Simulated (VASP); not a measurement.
# Sn (Im-3m) in VASP: notebook

The runs below take Sn through single point, with RPBE+D3(BJ), PBEsol+D3(BJ), PBEsol+D4, RPBE+D4.

All numbers are computed with VASP 6.6.1; they aren't measurements. Logs are shortened: lines on timing, memory, paths and dates and some standing lists are left out, and cuts for length are marked.

## 1. The cell of the first run

The structure is cubic, space group Im-3m (No. 229). The conventional cell has a = 3.453 Å, b = 3.453 Å, c = 3.453 Å, α = 90.00°, β = 90.00°, γ = 90.00°. Within 3.9 Å of Sn (site symmetry m-3m) lie 14 Sn at 2.99 to 3.45 Å.

## 2. Single point, RPBE+D3(BJ)

INCAR

```
SYSTEM = Sn
PREC     = Accurate       ! precision mode
ENCUT    = 520            ! plane-wave cutoff, eV
EDIFF    = 1E-6           ! SCF threshold, eV
ISMEAR   = -1             ! smearing method
SIGMA    = 0.05           ! smearing width, eV
LREAL    = .False.        ! projectors in reciprocal space
LASPH    = .True.         ! aspherical terms in the spheres
NELM     = 80             ! most SCF steps
ALGO     = Normal         ! electronic algorithm
ISIF     = 2              ! what is computed and relaxed
LWAVE    = .False.        ! write WAVECAR
LCHARG   = .False.        ! write CHGCAR
GGA      = RP             ! functional
IVDW     = 12             ! dispersion correction
NBANDS   = 13             ! bands
```

KPOINTS

```
regular mesh
0
Gamma
  10 10 10
  0 0 0
```

POSCAR

```
Sn
1.0
   -1.7263040878      1.7263040878      1.7263040878
    1.7263040878     -1.7263040878      1.7263040878
    1.7263040878      1.7263040878     -1.7263040878
Sn
1
Direct
    0.0000000000      0.0000000000      0.0000000000
```

Potentials or basis: VASP PAW PBE potentials, release 64 (Sn_d).

On the command line:

```bash
> cat potpaw_PBE.64/Sn_d/POTCAR > POTCAR
> mpirun -np 1 vasp_std > vasp.out
```

OUTCAR:

```text
SYSTEM = Sn
   PREC = Accurate
   ENCUT = 520
   EDIFF = 1E-6
   ISMEAR = -1
   LREAL = .False.
   LASPH = .True.
   NELM = 80
   ISIF = 2
   GGA = RP
   IVDW = 12
 IVDW          = 12

 ion  position               nearest neighbor table
   1  0.000  0.000  0.000-

  LATTYP: Found a body centered cubic cell.
 ALAT       =     3.4526081756

  Lattice vectors:

 A1 = (  -1.7263040878,   1.7263040878,   1.7263040878)
 A2 = (   1.7263040878,  -1.7263040878,   1.7263040878)
 A3 = (   1.7263040878,   1.7263040878,  -1.7263040878)

Analysis of symmetry for initial positions (statically):
=====================================================================
 Subroutine PRICEL returns:
 Original cell was already a primitive cell.

 Routine SETGRP: Setting up the symmetry group for a
 body centered cubic supercell.

 Subroutine GETGRP returns: Found 48 space group operations
[... 9 lines left out ...]

 Routine SETGRP: Setting up the symmetry group for a
 body centered cubic supercell.

 Subroutine GETGRP returns: Found 48 space group operations
[... 11 lines left out ...]
                                     Primitive cell

  volume of cell :      20.5784

  direct lattice vectors                    reciprocal lattice vectors
    -1.726304088  1.726304088  1.726304088     0.000000000  0.289636110  0.289636110
     1.726304088 -1.726304088  1.726304088     0.289636110  0.000000000  0.289636110
     1.726304088  1.726304088 -1.726304088     0.289636110  0.289636110  0.000000000

  length of vectors
     2.990046389  2.990046389  2.990046389     0.409607314  0.409607314  0.409607314

  position of ions in fractional coordinates (direct lattice)
     0.000000000  0.000000000  0.000000000

  ion indices of the primitive-cell ions
   primitive index   ion index
                 1           1

----------------------------------------------------------------------------------------

 KPOINTS: regular mesh

Automatic generation of k-mesh.
 Grid dimensions read from file:
 generate k-points for:   10   10   10

 Generating k-lattice:

  Cartesian coordinates                     Fractional coordinates (reciprocal lattice)
     0.000000000  0.028963611  0.028963611     0.100000000  0.000000000  0.000000000
     0.028963611  0.000000000  0.028963611     0.000000000  0.100000000  0.000000000
     0.028963611  0.028963611  0.000000000     0.000000000  0.000000000  0.100000000

  Length of vectors
     0.040960731  0.040960731  0.040960731

  Shift w.r.t. Gamma in fractional coordinates (k-lattice)
     0.000000000  0.000000000  0.000000000

 Subroutine IBZKPT returns following result:
 ===========================================

 Found     47 irreducible k-points:

 Following reciprocal coordinates:
            Coordinates               Weight
  0.000000  0.000000  0.000000      1.000000
  0.100000  0.000000  0.000000     12.000000
  0.200000  0.000000  0.000000     12.000000
  0.300000  0.000000  0.000000     12.000000
  0.400000  0.000000  0.000000     12.000000
  0.500000  0.000000  0.000000      6.000000
[... 16 lines left out ...]
  0.300000  0.300000  0.100000      8.000000
 -0.300000  0.300000  0.100000     24.000000
 [... further k-points ...]
   k-points           NKPTS =     47   k-points in BZ     NKDIM =     47   number of bands    NBANDS=     13
   number of dos      NEDOS =    301   number of ions     NIONS =      1
   total plane-waves  NPLWV =  13824
   dimension x,y,z NGX =    24 NGY =   24 NGZ =   24
   dimension x,y,z NGXF=    48 NGYF=   48 NGZF=   48
   ions per type =               1
   NGX,Y,Z   is equivalent  to a cutoff of  13.34, 13.34, 13.34 a.u.
   NGXF,Y,Z  is equivalent  to a cutoff of  26.69, 26.69, 26.69 a.u.
 SYSTEM =  Sn
   PREC   = accura    normal or accurate (medium, high low for compatibility)
   ISTART =      0    job   : 0-new  1-cont  2-samecut
   ICHARG =      2    charge: 1-file 2-atom 10-const
   ISPIN  =      1    spin polarized calculation?
   LNONCOLLINEAR =      F non collinear calculations
   LSORBIT =      F    spin-orbit coupling
   LASPH  =      T    aspherical Exc in radial PAW
   ENCUT  =  520.0 eV  38.22 Ry    6.18 a.u.   5.56  5.56  5.56*2*pi/ulx,y,z
   NELM   =     80;   NELMIN=  2; NELMDL= -5     # of ELM steps
   EDIFF  = 0.1E-05   stopping-criterion for ELM
   LREAL  =      F    real-space projection
   EDIFFG = 0.1E-04   stopping-criterion for IOM
   NSW    =      0    number of steps for IOM
   IBRION =     -1    ionic relax: 0-MD 1-quasi-New 2-CG
   NFREE  =      0    steps in history (QN), initial steepest desc. (CG)
   ISIF   =      2    stress and relaxation
   ISYM   =      2    0-nonsym 1-usesym 2-fastsym
   POTIM  = 0.5000    time-step for ionic-motion
   TEBEG  =    0.0;   TEEND  =   0.0 temperature during run
   PSTRESS=    0.0 pullay stress
   NELECT =      14.0000    total number of electrons
   NUPDOWN=      -1.0000    fix difference up-down
   EMIN   =  10.00;   EMAX   =-10.00  energy-range for DOS
[... 5 lines left out ...]
     AMIX     =   0.40;   BMIX     =  1.00
     AMIX_MAG =   1.60;   BMIX_MAG =  1.00
  volume/ion in A,a.u.               =      20.58       138.87
  Fermi-wavevector in a.u.,A,eV,Ry     =   1.439838  2.720899 28.206682  2.073133
  Thomas-Fermi vector in A             =   2.558649
   LORBIT       =      0    0 simple, 1 ext, 2 COOP (PROOUT), +10 PAW based schemes
   GGA     = RP    functional components
   LHFCALC =     F    Hartree Fock is set to
   AEXX    =    0.0000 exact exchange contribution
   IVDW    =    12    specifies the selected vdW correction
   LEPSILON=     F    determine dielectric tensor
   LRPA    =     F    only Hartree local field effects (RPA)
 non-spin polarized calculation
  energy-cutoff  :      520.00
  volume of cell :       20.58
 maximum number of plane-waves:       586
 NGX is ok and might be reduce to    24
   NGX = 11   NGY = 11   NGZ = 11

 number of electron      14.0000005 magnetization

 Free energy of the ion-electron system (eV)
  ---------------------------------------------------
  ext. energy  EPLUGINS =         0.00000000
  ---------------------------------------------------
  free energy    TOTEN  =        -2.86523456 eV

  energy without entropy =       -2.86326803  energy(sigma->0) =       -2.86425129

 E-fermi :  12.0797     XC(G=0): -11.6714

 val. band max:       11.8852631503   @ k =  -0.4000   0.4000   0.4000
 cond. band min:      12.0869817100   @ k =   0.4000   0.2000   0.0000
 fundamental gap:      0.2017185597
 Fermi energy:        12.0797260390

 k-point     1 :       0.0000    0.0000    0.0000
  band No.  band energies     occupation
      1      -9.8686      2.00000
      2      -9.8686      2.00000
      3      -9.8686      2.00000
      4      -9.5614      2.00000
      5      -9.5614      2.00000
      6      -1.3493      2.00000
      7      23.0937      0.00000
      8      23.0937      0.00000
      9      23.0937      0.00000
     10      24.5791      0.00000
     11      24.5791      0.00000
     12      24.5791      0.00000
     13      27.1250      0.00000

 k-point     2 :       0.1000    0.0000    0.0000
  band No.  band energies     occupation
      1      -9.8797      2.00000
      2      -9.8567      2.00000
      3      -9.8231      2.00000
      4      -9.5733      2.00000
      5      -9.5622      2.00000
      6      -1.0750      2.00000
      7      20.4378      0.00000
      8      21.7992      0.00000
      9      22.3346      0.00000
     10      23.6642      0.00000
     11      23.8197      0.00000
     12      24.5563      0.00000
     13      27.8347      0.00000

 k-point     3 :       0.2000    0.0000    0.0000
  band No.  band energies     occupation
      1      -9.9087      2.00000
      2      -9.8359      2.00000
      3      -9.7020      2.00000
      4      -9.5969      2.00000
      5      -9.5640      2.00000
      6      -0.2442      2.00000
      7      16.2657      0.00000
      8      19.8214      0.00000
      9      20.8026      0.00000
     10      22.7741      0.00000
     11      22.8770      0.00000
     12      25.3570      0.00000
     13      28.4198      0.00000

 k-point     4 :       0.3000    0.0000    0.0000
  band No.  band energies     occupation
      1      -9.9443      2.00000
      2      -9.8389      2.00000
      3      -9.6026      2.00000
      4      -9.5660      2.00000
      5      -9.5485      2.00000
      6       1.1561      2.00000
      7      12.3084      0.02044
      8      18.1783      0.00000
      9      19.4970      0.00000
     10      21.9913      0.00000
     11      22.2993      0.00000
     12      26.8073      0.00000
     13      28.9220      0.00000

 k-point     5 :       0.4000    0.0000    0.0000
  band No.  band energies     occupation
      1      -9.9730      2.00000
      2      -9.8650      2.00000
      3      -9.5874      2.00000
      4      -9.5673      2.00000
      5      -9.4211      2.00000
      6       3.1239      2.00000
      7       8.7686      2.00000
      8      17.1163      0.00000
      9      18.6677      0.00000
     10      21.5229      0.00000
     11      21.9742      0.00000
     12      28.6612      0.00000
     13      29.3541      0.00000
[... 257 lines left out ...]
 k-point    22 :      -0.2000    0.2000    0.1000
  band No.  band energies     occupation
      1      -9.8622      2.00000
      2      -9.8125      2.00000
      3      -9.7099      2.00000
      4      -9.6323      2.00000
      5      -9.5641      2.00000
      6       0.0320      2.00000
      7      16.4639      0.00000
      8      18.5267      0.00000
      9      19.5310      0.00000
     10      21.8264      0.00000
     11      24.3653      0.00000
     12      24.8906      0.00000
     13      29.0884      0.00000

 k-point    23 :       0.3000    0.3000    0.1000
  band No.  band energies     occupation
      1      -9.8970      2.00000
      2      -9.6744      2.00000
      3      -9.6744      2.00000
      4      -9.5592      2.00000
      5      -9.5592      2.00000
      6       6.9963      2.00000
      7       8.8160      2.00000
      8       8.8160      2.00000
      9      13.8553      0.00000
     10      28.6786      0.00000
     11      28.6786      0.00000
     12      30.1445      0.00000
     13      33.0058      0.00000

 k-point    24 :      -0.3000    0.3000    0.1000
  band No.  band energies     occupation
      1      -9.8955      2.00000
      2      -9.8124      2.00000
      3      -9.6383      2.00000
      4      -9.5785      2.00000
      5      -9.5550      2.00000
      6       1.4317      2.00000
      7      12.5503      0.00016
      8      17.0134      0.00000
      9      18.4298      0.00000
     10      22.6242      0.00000
     11      23.4945      0.00000
     12      24.6802      0.00000
     13      31.3689      0.00000

 [... further k-points ...]

------------------------ aborting loop because EDIFF is reached ----------------------------------------

 Edisp (eV)   -3.01873

 E8    (eV) :    -2.1196

  FORCE on cell =-STRESS in cart. coord.  units (eV):
  Direction    XX          YY          ZZ          XY          YZ          ZX
  --------------------------------------------------------------------------------------
  -------------------------------------------------------------------------------------
  Total      -0.00366    -0.00366    -0.00366     0.00000     0.00000     0.00000
  in kB      -0.28480    -0.28480    -0.28480     0.00000     0.00000     0.00000
  external pressure =       -0.28 kB  Pullay stress =        0.00 kB

 VOLUME and BASIS-vectors are now :
 -----------------------------------------------------------------------------
  energy-cutoff  :      520.00
  volume of cell :       20.58
      direct lattice vectors                 reciprocal lattice vectors
    -1.726304088  1.726304088  1.726304088     0.000000000  0.289636110  0.289636110
     1.726304088 -1.726304088  1.726304088     0.289636110  0.000000000  0.289636110
     1.726304088  1.726304088 -1.726304088     0.289636110  0.289636110  0.000000000

 POSITION                                       TOTAL-FORCE (eV/Angst)
 -----------------------------------------------------------------------------------
      0.00000      0.00000      0.00000         0.000000     -0.000000      0.000000
 -----------------------------------------------------------------------------------
    total drift:                                0.000000      0.000000      0.000000

  FREE ENERGIE OF THE ION-ELECTRON SYSTEM (eV)
  ---------------------------------------------------
  free  energy   TOTEN  =        -5.8839635328 eV

  energy  without entropy=       -5.8819969985  energy(sigma->0) =       -5.88298027
```

It took 6.4 s on 1 thread of Intel Xeon Platinum 8259CL at 2.50GHz (Skylake/Cascade Lake), shared host; peak memory 0.15 GiB.

What came out:

```
Free energy                : -5.8840 eV
Pressure                   : 0.0 GPa
Band gap on the k mesh     : zero (band 7 reaches 23.09 eV, above the bottom of band 8 at 8.82 eV)
Dispersion energy per atom : -3.019 eV
```

Levels at points of the mesh, in eV from the Fermi level:
```tsv
k point	band 4	band 5	band 6	band 7	band 8	band 9	band 10	band 11
(0.00, 0.00, 0.00)	-21.64	-21.64	-13.43	11.01	11.01	11.01	12.50	12.50
(0.50, 0.00, 0.00)	-21.65	-21.45	-6.74	-6.06	4.67	6.31	9.29	9.79
(0.50, 0.50, 0.50)	-21.50	-21.50	-0.85	-0.85	-0.85	-0.48	3.72	3.72
```

Caveat: the PAW data sets were made with another functional, which shifts forces and pressure a little; spin-orbit coupling is left out, which moves the levels of the heavy elements; pairwise dispersion overbinds metals, which lowers pressure and volume.

[end of part 1 of 3]
